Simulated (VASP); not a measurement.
Crystal: Lu2AlN3.

```
Lu Al N
1.0
     2.61939   -4.39903    0.00000
     2.61939    4.39903    0.00000
     0.00000    0.00000    4.06443
Lu Al N
2 1 3
Direct
  0.50000 0.00000 0.50000
  0.00000 0.50000 0.50000
  0.00000 0.00000 0.00000
  0.66109 0.33891 0.00000
  0.33891 0.66109 0.00000
  0.50000 0.50000 0.50000
```

The cell was built from a structure type or drawn by symmetry, and may not be a known phase.

| Property | Result |
| --- | --- |
| Program | VASP 6.6.1 |
| Task | relaxation of cell and atoms |
| Functional | PBE |
| Potentials or basis | VASP PAW PBE potentials, release 64 (Lu, Al, N) |
| Cutoff | 600 eV |
| k mesh | 4 × 4 × 4 |
| Occupations | gaussian, width 0.1 eV |
| Spin | no spin polarisation |

At the start: pressure -9.5 GPa; volume 15.61 Å³/atom.

Task: How do energy, volume and symmetry change on relaxing?

Result: Over 32 steps the energy falls by 1412.0 meV/atom and the volume is 15.18 Å³/atom (-2.8 %); space group Cmmm (No. 65, to 0.1 Å) before and after.

Step by step:
```csv
step,energy change (eV),largest force (eV/Å),pressure (GPa),volume (Å³)
1,0.0000,1.7927,-9.52,93.67
2,-3.1022,2.4259,4.59,80.47
3,-3.3335,2.5494,12.92,76.18
4,-3.0280,2.3969,34.47,67.45
5,-4.4626,1.7366,18.29,70.96
6,-4.5658,1.0664,11.07,72.76
7,-4.5969,1.3125,12.97,72.27
8,-4.9528,1.3355,6.05,75.70
9,-5.1227,1.5768,0.08,79.62
10,-5.1433,1.7227,-1.86,81.19
11,-5.3449,1.9336,-0.73,81.21
12,-6.1870,2.2361,2.95,81.19
13,-6.8006,3.1201,16.73,80.70
14,-6.9157,0.6595,8.45,81.00
15,-6.9997,0.2967,10.81,80.91
16,-7.0035,0.6631,11.58,80.88
17,-7.0498,0.9456,11.60,81.19
18,-7.1260,1.8716,12.14,82.09
19,-7.2430,1.5454,10.69,82.73
20,-7.5269,0.6498,6.59,84.65
21,-7.8275,0.7299,-0.18,88.49
22,-7.8594,1.1903,-2.76,90.18
23,-7.9066,1.1914,-2.58,90.13
24,-8.0390,1.1713,-2.08,89.94
25,-8.2477,1.0533,-0.66,89.46
26,-8.3820,0.6529,3.66,88.07
27,-8.3926,0.7271,2.60,88.43
28,-8.4669,0.0862,0.97,90.28
29,-8.4681,0.2137,0.82,90.56
30,-8.4711,0.0311,-0.49,91.34
31,-8.4713,0.0242,-0.20,91.16
32,-8.4718,0.0152,-0.06,91.05
```

Final structure:
```cif
data_structure
_symmetry_space_group_name_H-M 'P 1'
_symmetry_Int_Tables_number 1
_cell_length_a 5.3210
_cell_length_b 5.3210
_cell_length_c 3.4382
_cell_angle_alpha 90.000
_cell_angle_beta 90.000
_cell_angle_gamma 110.716
_cell_volume 91.05
loop_
_atom_site_label
_atom_site_type_symbol
_atom_site_fract_x
_atom_site_fract_y
_atom_site_fract_z
_atom_site_occupancy
Lu1 Lu 0.50000 0.00000 0.50000 1
Lu2 Lu 0.00000 0.50000 0.50000 1
Al1 Al 0.00000 0.00000 0.00000 1
N1 N 0.79895 0.20105 0.00000 1
N2 N 0.20105 0.79895 0.00000 1
N3 N 0.50000 0.50000 0.50000 1
```

Caveat: the k points lie up to 0.46 Å⁻¹ apart in the final cell, too coarse for converged energies and pressures of a metal; a cell axis changed by over 15 % at a fixed basis, so the end point is rough.
